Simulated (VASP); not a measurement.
A run of VASP 6.6.1 is set up as follows.

Contents of INCAR:

```
ALGO = Normal
EDIFF = 1E-6
EDIFFG = -0.01
ENCUT = 600
GGA = PE
IBRION = 2
ISIF = 3
ISMEAR = 0
LASPH = T
LCHARG = F
LREAL = F
LWAVE = F
NELM = 100
NSW = 100
PREC = Accurate
SIGMA = 0.1
```

Contents of KPOINTS:

```
k-points
0
Gamma
  14 14 12
```

The input POSCAR:

```
C
1.0
    3.4452125841      0.0000000000      0.0000000000
    0.0000000000      3.4452125841      0.0000000000
    0.0000000000      0.0000000000      4.1256042513
C
4
Direct
    0.1997916646      0.5000000000      0.0000000000
    0.8002083354      0.5000000000      0.0000000000
    0.5000000000      0.1997916646      0.0000000000
    0.5000000000      0.8002083354      0.0000000000
```

Potentials or basis: VASP PAW PBE potentials, release 64 (C).

The run is started by

```console
$ cat potpaw_PBE.64/C/POTCAR > POTCAR
$ mpirun -np 1 vasp_std > vasp.out
```

**Question.** What does it give for the band gap on the k mesh?

**Answer.** Zero (band 8 reaches 3.72 eV, above the bottom of band 9 at -0.74 eV).

Stress tensor (GPa, compression positive):
```
-0.12  0.00  0.00
 0.00 -0.12  0.00
 0.00  0.00  0.04
```

Caveat: this functional lacks dispersion, which binds the layers, so the pressure and a relaxed spacing across them are unreliable.
